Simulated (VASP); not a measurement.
# Fe (Fm-3m) in VASP: notebook

The runs below take Fe through single point, relaxation of cell and atoms, with r2SCAN.

Program: VASP 6.6.1. These are calculated values, not measurements. Logs are shortened: lines on timing, memory, paths and dates and some standing lists are left out, and cuts for length are marked.

## 1. The cell of the first run

Symmetry: Fm-3m, No. 225, cubic system. The conventional cell has a = 3.628 Å, b = 3.628 Å, c = 3.628 Å, α = 90.00°, β = 90.00°, γ = 90.00°. Within 3.4 Å of Fe (site symmetry m-3m) lie 12 Fe at 2.57 Å.

This isn't the form of Fe at room conditions, which is bcc.

## 2. Single point, r2SCAN, collinear spin, ferromagnetic start

File POSCAR:

```
Fe
1.0
    0.0000000000      1.8140732270      1.8140732270
    1.8140732270      0.0000000000      1.8140732270
    1.8140732270      1.8140732270      0.0000000000
Fe
1
Direct
    0.5000000000      0.5000000000      0.5000000000
```

File INCAR.step1:

```
SYSTEM = Fe
PREC = Accurate ; ENCUT = 660
ISMEAR = 0 ; SIGMA = 0.1
LREAL = .False. ; LASPH = .True.
NELM = 200 ; ISPIN = 2
MAGMOM = 3.11 ; LMAXMIX = 4
NBANDS = 14 ; GGA = PE
ALGO = Normal ; EDIFF = 1E-5
LWAVE = .True. ; LCHARG = .False.
GGA_COMPAT = .False.
```

File INCAR.step2:

```
SYSTEM = Fe
PREC = Accurate ; ENCUT = 660
EDIFF = 1E-6 ; ISMEAR = 0
SIGMA = 0.1 ; LREAL = .False.
LASPH = .True. ; NELM = 200
ALGO = Normal ; ISIF = 2
LWAVE = .False. ; LCHARG = .False.
ISPIN = 2 ; MAGMOM = 3.11
LORBIT = 11 ; LMAXMIX = 4
METAGGA = R2SCAN ; LMIXTAU = .True.
NBANDS = 14 ; ISTART = 1
GGA_COMPAT = .False.
```

File KPOINTS:

```
Automatic mesh
0
Gamma
  8 8 8
  0 0 0
```

Potentials or basis: VASP PAW PBE potentials, release 64 (Fe).

On the command line:

```console
$ cat potpaw_PBE.64/Fe/POTCAR > POTCAR
$ cp INCAR.step1 INCAR
$ mpirun -np 1 vasp_std > vasp.out
$ cp INCAR.step2 INCAR
$ mpirun -np 1 vasp_std > vasp.out
```

OUTCAR:

```text
SYSTEM = Fe
   PREC = Accurate
   ENCUT = 660
   EDIFF = 1E-6
   ISMEAR = 0
   LREAL = .False.
   LASPH = .True.
   NELM = 200
   ISIF = 2
   ISPIN = 2
   LORBIT = 11
   METAGGA = R2SCAN
   ISTART = 1

 ion  position               nearest neighbor table
   1  0.500  0.500  0.500-

  LATTYP: Found a face centered cubic cell.
 ALAT       =     3.6281464540

  Lattice vectors:

 A1 = (   0.0000000000,   1.8140732270,   1.8140732270)
 A2 = (   1.8140732270,   0.0000000000,   1.8140732270)
 A3 = (   1.8140732270,   1.8140732270,   0.0000000000)

Analysis of symmetry for initial positions (statically):
=====================================================================
 Subroutine PRICEL returns:
 Original cell was already a primitive cell.

 Routine SETGRP: Setting up the symmetry group for a
 face centered cubic supercell.

 Subroutine GETGRP returns: Found 48 space group operations
 (whereof 48 operations were pure point group operations)
 out of a pool of 48 trial point group operations.

The static configuration has the point symmetry O_h .

Analysis of symmetry for dynamics (positions and initial velocities):
=====================================================================
 Subroutine PRICEL returns:
 Original cell was already a primitive cell.

 Routine SETGRP: Setting up the symmetry group for a
 face centered cubic supercell.

 Subroutine GETGRP returns: Found 48 space group operations
 (whereof 48 operations were pure point group operations)
 out of a pool of 48 trial point group operations.

The dynamic configuration has the point symmetry O_h .

Analysis of structural, dynamic, and magnetic symmetry:
=====================================================================
 Subroutine PRICEL returns:
 Original cell was already a primitive cell.

 Routine SETGRP: Setting up the symmetry group for a
 face centered cubic supercell.

 Subroutine GETGRP returns: Found 48 space group operations
 (whereof 48 operations were pure point group operations)
 out of a pool of 48 trial point group operations.

The overall configuration has the point symmetry O_h .

 Subroutine INISYM returns: Found 48 space group operations
 (whereof 48 operations are pure point group operations),
 and found     1 'primitive' translations

----------------------------------------------------------------------------------------

                                     Primitive cell

  volume of cell :      11.9397

  direct lattice vectors                    reciprocal lattice vectors
     0.000000000  1.814073227  1.814073227    -0.275622832  0.275622832  0.275622832
     1.814073227  0.000000000  1.814073227     0.275622832 -0.275622832  0.275622832
     1.814073227  1.814073227  0.000000000     0.275622832  0.275622832 -0.275622832

  length of vectors
     2.565486961  2.565486961  2.565486961     0.477392748  0.477392748  0.477392748

  position of ions in fractional coordinates (direct lattice)
     0.500000000  0.500000000  0.500000000

  ion indices of the primitive-cell ions
   primitive index   ion index
                 1           1

----------------------------------------------------------------------------------------

 KPOINTS: Automatic mesh

Automatic generation of k-mesh.
 Grid dimensions read from file:
 generate k-points for:    8    8    8

 Generating k-lattice:

  Cartesian coordinates                     Fractional coordinates (reciprocal lattice)
    -0.034452854  0.034452854  0.034452854     0.125000000  0.000000000  0.000000000
     0.034452854 -0.034452854  0.034452854     0.000000000  0.125000000  0.000000000
     0.034452854  0.034452854 -0.034452854     0.000000000  0.000000000  0.125000000

  Length of vectors
     0.059674094  0.059674094  0.059674094

  Shift w.r.t. Gamma in fractional coordinates (k-lattice)
     0.000000000  0.000000000  0.000000000

 Subroutine IBZKPT returns following result:
 ===========================================

 Found     29 irreducible k-points:

 Following reciprocal coordinates:
            Coordinates               Weight
  0.000000  0.000000  0.000000      1.000000
  0.125000  0.000000  0.000000      8.000000
  0.250000  0.000000  0.000000      8.000000
  0.375000  0.000000  0.000000      8.000000
  0.500000  0.000000  0.000000      4.000000
  0.125000  0.125000  0.000000      6.000000
[... 16 lines left out ...]
  0.500000  0.250000  0.125000     48.000000
 -0.375000  0.250000  0.125000     24.000000
 [... further k-points ...]
   k-points           NKPTS =     29   k-points in BZ     NKDIM =     29   number of bands    NBANDS=     14
   number of dos      NEDOS =    301   number of ions     NIONS =      1
   total plane-waves  NPLWV =  13824
   dimension x,y,z NGX =    24 NGY =   24 NGZ =   24
   dimension x,y,z NGXF=    48 NGYF=   48 NGZF=   48
   ions per type =               1
   NGX,Y,Z   is equivalent  to a cutoff of  15.55, 15.55, 15.55 a.u.
   NGXF,Y,Z  is equivalent  to a cutoff of  31.10, 31.10, 31.10 a.u.
 SYSTEM =  Fe
   PREC   = accura    normal or accurate (medium, high low for compatibility)
   ISTART =      1    job   : 0-new  1-cont  2-samecut
   ICHARG =      0    charge: 1-file 2-atom 10-const
   ISPIN  =      2    spin polarized calculation?
   LNONCOLLINEAR =      F non collinear calculations
   LSORBIT =      F    spin-orbit coupling
   LASPH  =      T    aspherical Exc in radial PAW
   ENCUT  =  660.0 eV  48.51 Ry    6.96 a.u.   5.37  5.37  5.37*2*pi/ulx,y,z
   NELM   =    200;   NELMIN=  2; NELMDL=  0     # of ELM steps
   EDIFF  = 0.1E-05   stopping-criterion for ELM
   LREAL  =      F    real-space projection
   EDIFFG = 0.1E-04   stopping-criterion for IOM
   NSW    =      0    number of steps for IOM
   IBRION =     -1    ionic relax: 0-MD 1-quasi-New 2-CG
   NFREE  =      0    steps in history (QN), initial steepest desc. (CG)
   ISIF   =      2    stress and relaxation
   ISYM   =      2    0-nonsym 1-usesym 2-fastsym
   POTIM  = 0.5000    time-step for ionic-motion
   TEBEG  =    0.0;   TEEND  =   0.0 temperature during run
   PSTRESS=    0.0 pullay stress
   NELECT =       8.0000    total number of electrons
   NUPDOWN=      -1.0000    fix difference up-down
   EMIN   =  10.00;   EMAX   =-10.00  energy-range for DOS
   EFERMI =   0.00;   METHOD = LEGACY
   ISMEAR =     0;   SIGMA  =   0.10  broadening in eV -4-tet -1-fermi 0-gaus
   EFERMI_NEDOS =   21; number of points for ismear=-14 and -15
   IALGO  =     38    algorithm
   IMIX   =      4    mixing-type and parameters
     AMIX     =   0.40;   BMIX     =  1.00
     AMIX_MAG =   1.60;   BMIX_MAG =  1.00
  volume/ion in A,a.u.               =      11.94        80.57
  Fermi-wavevector in a.u.,A,eV,Ry     =   1.432540  2.707108 27.921470  2.052170
  Thomas-Fermi vector in A             =   2.552156
   LORBIT       =     11    0 simple, 1 ext, 2 COOP (PROOUT), +10 PAW based schemes
   METAGGA = R2SCAN    functional components
   LHFCALC =     F    Hartree Fock is set to
   AEXX    =    0.0000 exact exchange contribution
   IVDW    =     0    specifies the selected vdW correction
   LEPSILON=     F    determine dielectric tensor
   LRPA    =     F    only Hartree local field effects (RPA)
 spin polarized calculation
 Gauss-broadening in eV      SIGMA  =   0.10
  energy-cutoff  :      660.00
  volume of cell :       11.94
 maximum number of plane-waves:       477
 NGX is ok and might be reduce to    24
   NGX = 11   NGY = 11   NGZ = 11

 number of electron       8.0000001 magnetization       2.6992792

 Free energy of the ion-electron system (eV)
  ---------------------------------------------------
  ext. energy  EPLUGINS =         0.00000000
  ---------------------------------------------------
  free energy    TOTEN  =       -14.26482249 eV

  energy without entropy =      -14.25906030  energy(sigma->0) =      -14.26194140

 E-fermi :   5.8689     XC(G=0): -13.9232

 val. band max:        5.8228460558   @ k =   0.0000   0.0000   0.0000
 cond. band min:       5.8759634114   @ k =   0.3750   0.2500   0.1250
 fundamental gap:      0.0531173556
 Fermi energy:         5.8688511271

 spin component 1

 k-point     1 :       0.0000    0.0000    0.0000
  band No.  band energies     occupation
      1      -3.1294      1.00000
      2       2.4153      1.00000
      3       2.4153      1.00000
      4       2.4153      1.00000
      5       3.3316      1.00000
      6       3.3317      1.00000
      7      28.3388      0.00000
      8      32.4143      0.00000
      9      32.4143      0.00000
     10      32.4143      0.00000
     11      34.8641      0.00000
     12      34.8641      0.00000
     13      34.8641      0.00000
     14      38.3208      0.00000

 k-point     2 :       0.1250    0.0000    0.0000
  band No.  band energies     occupation
      1      -2.5338      1.00000
      2       2.2735      1.00000
      3       2.5399      1.00000
      4       2.5399      1.00000
      5       3.2962      1.00000
      6       3.2962      1.00000
      7      25.8473      0.00000
      8      29.4855      0.00000
      9      31.4254      0.00000
     10      31.4254      0.00000
     11      36.2825      0.00000
     12      36.2984      0.00000
     13      36.2984      0.00000
     14      41.2808      0.00000
[... 343 lines left out ...]
      1       0.8839      1.00000
      2       1.6527      1.00000
      3       2.1033      1.00000
      4       3.0373      1.00000
      5       4.0012      1.00000
      6       6.5123      0.00000
      7      15.4498      0.00000
      8      20.7842      0.00000
      9      23.8372      0.00000
     10      31.0402      0.00000
     11      34.4496      0.00000
     12      39.1112      0.00000
     13      41.2338      0.00000
     14      46.4367      0.00000

 k-point    24 :      -0.3750    0.2500    0.1250
  band No.  band energies     occupation
      1       0.9762      1.00000
      2       1.5052      1.00000
      3       2.4985      1.00000
      4       2.8666      1.00000
      5       4.2571      1.00000
      6       8.8895      0.00000
      7      11.8550      0.00000
      8      21.2163      0.00000
      9      22.3546      0.00000
     10      30.6724      0.00000
     11      34.3917      0.00000
     12      41.2905      0.00000
     13      44.0520      0.00000
     14      44.8508      0.00000

 [... further k-points ...]

 spin component 2

 k-point     1 :       0.0000    0.0000    0.0000
  band No.  band energies     occupation
      1      -3.6285      1.00000
      2       5.8228      0.74258
      3       5.8228      0.74258
      4       5.8228      0.74235
      5       7.8341      0.00000
      6       7.8342      0.00000
      7      27.5518      0.00000
      8      33.4115      0.00000
      9      33.4115      0.00000
     10      33.4116      0.00000
     11      36.3166      0.00000
     12      36.3166      0.00000
     13      36.3166      0.00000
     14      37.7935      0.00000

 k-point     2 :       0.1250    0.0000    0.0000
  band No.  band energies     occupation
      1      -3.0077      1.00000
      2       5.5377      1.00000
      3       5.9853      0.04984
      4       5.9853      0.04980
      5       7.7519      0.00000
      6       7.7519      0.00000
      7      26.2300      0.00000
      8      29.4476      0.00000
      9      32.6645      0.00000
     10      32.6646      0.00000
     11      36.6638      0.00000
     12      37.4091      0.00000
     13      37.4091      0.00000
     14      43.5175      0.00000
[... 343 lines left out ...]
      1       1.9949      1.00000
      2       4.1507      1.00000
      3       5.2650      1.00000
      4       6.9526      0.00000
      5       7.9731      0.00000
      6       9.5588      0.00000
      7      16.8597      0.00000
      8      21.7575      0.00000
      9      24.9523      0.00000
     10      31.8540      0.00000
     11      35.4208      0.00000
     12      40.8609      0.00000
     13      42.2777      0.00000
     14      48.0255      0.00000

 k-point    24 :      -0.3750    0.2500    0.1250
  band No.  band energies     occupation
      1       2.9885      1.00000
      2       3.9489      1.00000
      3       5.1657      1.00000
      4       6.8269      0.00000
      5       8.3349      0.00000
      6      10.8237      0.00000
      7      13.8670      0.00000
      8      22.0263      0.00000
      9      23.7057      0.00000
     10      31.3857      0.00000
     11      35.5229      0.00000
     12      42.3329      0.00000
     13      45.6783      0.00000
     14      46.8587      0.00000

 [... further k-points ...]

------------------------ aborting loop because EDIFF is reached ----------------------------------------

  FORCE on cell =-STRESS in cart. coord.  units (eV):
  Direction    XX          YY          ZZ          XY          YZ          ZX
  --------------------------------------------------------------------------------------
  -------------------------------------------------------------------------------------
  Total       -0.0435598     -0.0435598     -0.0435598      0.0000000      0.0000000     -0.0000000
  in kB       -5.8452351     -5.8452351     -5.8452351      0.0000000      0.0000000     -0.0000000
  external PRESSURE =      -5.8452351 kB  Pullay stress =       0.0000000 kB

 VOLUME and BASIS-vectors are now :
 -----------------------------------------------------------------------------
  energy-cutoff  :      660.00
  volume of cell :       11.94
      direct lattice vectors                 reciprocal lattice vectors
     0.000000000  1.814073227  1.814073227    -0.275622832  0.275622832  0.275622832
     1.814073227  0.000000000  1.814073227     0.275622832 -0.275622832  0.275622832
     1.814073227  1.814073227  0.000000000     0.275622832  0.275622832 -0.275622832

 POSITION                                       TOTAL-FORCE (eV/Angst)
 -----------------------------------------------------------------------------------
      1.81407      1.81407      1.81407         0.000000      0.000000     -0.000000
 -----------------------------------------------------------------------------------
    total drift:                               -0.000000     -0.000000      0.000000

  FREE ENERGIE OF THE ION-ELECTRON SYSTEM (eV)
  ---------------------------------------------------
  free  energy   TOTEN  =       -14.2648224917 eV

  energy  without entropy=      -14.2590603032  energy(sigma->0) =      -14.26194140

 total charge

# of ion       s       p       d       tot
------------------------------------------
    1        0.482   0.538   6.156   7.176

 magnetization (x)

# of ion       s       p       d       tot
------------------------------------------
    1       -0.015  -0.095   2.864   2.755
```

It took 33 s on 1 thread of Intel Xeon Platinum 8375C at 2.90GHz (Ice Lake), shared host; peak memory 0.15 GiB.

What came out:

```
Free energy                                           : -14.2648 eV
Pressure                                              : -0.6 GPa
Net moment                                            : 2.70 μB per cell
Site moments                                          : Fe +2.75 μB
Valence electrons inside the program's atomic spheres : Fe 7.18
```

Levels at points of the mesh, in eV from the Fermi level:
Spin up:
```
           k point  band 3  band 4  band 5  band 6  band 7  band 8
(0.00, 0.00, 0.00)   -3.45   -3.45   -2.54   -2.54   22.47   26.55
(0.50, 0.00, 0.00)   -3.64   -1.57   -1.57   -0.46    5.60   21.05
(0.50, 0.50, 0.00)   -1.76   -1.26   -1.26    2.25    8.97   14.25
```
Spin down:
| k point | band 1 | band 2 | band 3 | band 4 | band 5 | band 6 | band 7 |
| --- | --- | --- | --- | --- | --- | --- | --- |
| (0.00, 0.00, 0.00) | -9.50 | -0.05 | -0.05 | -0.05 | 1.97 | 1.97 | 21.68 |
| (0.50, 0.00, 0.00) | -4.03 | -0.97 | 0.10 | 0.10 | 2.65 | 2.65 | 7.96 |
| (0.50, 0.50, 0.00) | -3.55 | -2.77 | 2.02 | 2.66 | 2.66 | 2.92 | 11.14 |

Caveat: the k points lie up to 0.37 Å⁻¹ apart; the PAW data sets were made with another functional, which shifts forces and pressure a little.

## 3. Relaxation of cell and atoms, r2SCAN, collinear spin, ferromagnetic start

POSCAR is that of step 2.

File INCAR.step1:

```
ALGO     = Normal         # electronic algorithm
EDIFF    = 1E-5           # SCF threshold, eV
EDIFFG   = -0.005         # ionic threshold
ENCUT    = 660            # plane-wave cutoff, eV
GGA      = PE             # functional
GGA_COMPAT= False        
IBRION   = 2              # ionic algorithm
ISIF     = 3              # what is computed and relaxed
ISMEAR   = 0              # smearing method
ISPIN    = 2              # spin polarisation
LASPH    = True           # aspherical terms in the spheres
LCHARG   = False          # write CHGCAR
LMAXMIX  = 4              # l up to which the mixer works
LREAL    = False          # projectors in reciprocal space
LWAVE    = True           # write WAVECAR
MAGMOM   = 3.11           # initial moments
NELM     = 200            # most SCF steps
NELMIN   = 4            
NSW      = 100            # ionic steps
PREC     = Accurate       # precision mode
SIGMA    = 0.1            # smearing width, eV
```

File INCAR.step2:

```
ALGO     = Normal         # electronic algorithm
EDIFF    = 1E-7           # SCF threshold, eV
EDIFFG   = -0.04          # ionic threshold
ENCUT    = 660            # plane-wave cutoff, eV
GGA_COMPAT= False        
IBRION   = 2              # ionic algorithm
ISIF     = 3              # what is computed and relaxed
ISMEAR   = 0              # smearing method
ISPIN    = 2              # spin polarisation
ISTART   = 1            
LASPH    = True           # aspherical terms in the spheres
LCHARG   = False          # write CHGCAR
LMAXMIX  = 4              # l up to which the mixer works
LMIXTAU  = True         
LORBIT   = 11             # projections on sites
LREAL    = False          # projectors in reciprocal space
LWAVE    = False          # write WAVECAR
MAGMOM   = 3.11           # initial moments
METAGGA  = R2SCAN         # meta-GGA
NELM     = 200            # most SCF steps
NELMIN   = 4            
NSW      = 90             # ionic steps
PREC     = Accurate       # precision mode
SIGMA    = 0.1            # smearing width, eV
```

File KPOINTS:

```
k-points
0
Gamma
  8 8 8
```

Potentials or basis: VASP PAW PBE potentials, release 64 (Fe).

On the command line:

```console
$ cat potpaw_PBE.64/Fe/POTCAR > POTCAR
$ cp INCAR.step1 INCAR
$ mpirun -np 1 vasp_std > vasp.out
$ cp INCAR.step2 INCAR
$ mpirun -np 1 vasp_std > vasp.out
```

Wall time 74 s (1 thread of Intel Xeon Platinum 8375C at 2.90GHz (Ice Lake), shared host); peak memory 0.16 GiB.

It converged, with:

| Property | Result |
| --- | --- |
| Free energy | -14.2649 eV |
| Relaxed volume | 11.91 Å³/atom |
| Relaxed cell | a = 2.563 Å, b = 2.563 Å, c = 2.563 Å, α = 60.00°, β = 60.00°, γ = 60.00° |
| Space group after relaxing (to 0.1 Å) | Fm-3m (No. 225) |
| Energy gained by relaxing | 0.1 meV/atom |
| Ionic steps | 3 |
| Pressure after relaxing | 0.0 GPa |
| Net moment | 2.70 μB per cell |
| Site moments | Fe +2.75 μB |
| Valence electrons inside the program's atomic spheres | Fe 7.18 |

Final structure:
```
Fe
1.0
     0.00000    1.81234    1.81234
     1.81234    0.00000    1.81234
     1.81234    1.81234    0.00000
Fe
1
Cartesian
  1.8123 1.8123 1.8123
```

Levels at points of the mesh, in eV from the Fermi level:
Spin up:
```csv
k point,band 2,band 3,band 4,band 5,band 6,band 7,band 8,band 9
"(0.00, 0.00, 0.00)",-3.45,-3.45,-3.45,-2.53,-2.53,22.50,26.59,26.59
"(0.50, 0.00, 0.00)",-3.64,-3.64,-1.56,-1.56,-0.46,5.63,21.07,24.12
"(0.50, 0.50, 0.00)",-5.33,-1.75,-1.25,-1.25,2.26,9.00,14.29,14.29
```
Spin down:
| k point | band 1 | band 2 | band 3 | band 4 | band 5 | band 6 |
| --- | --- | --- | --- | --- | --- | --- |
| (0.00, 0.00, 0.00) | -9.51 | -0.05 | -0.05 | -0.05 | 1.97 | 1.97 |
| (0.50, 0.00, 0.00) | -4.03 | -0.96 | 0.10 | 0.10 | 2.66 | 2.66 |
| (0.50, 0.50, 0.00) | -3.56 | -2.78 | 2.04 | 2.67 | 2.67 | 2.93 |

Caveat: the k points lie up to 0.38 Å⁻¹ apart in the final cell; the PAW data sets were made with another functional, which shifts forces and pressure a little.
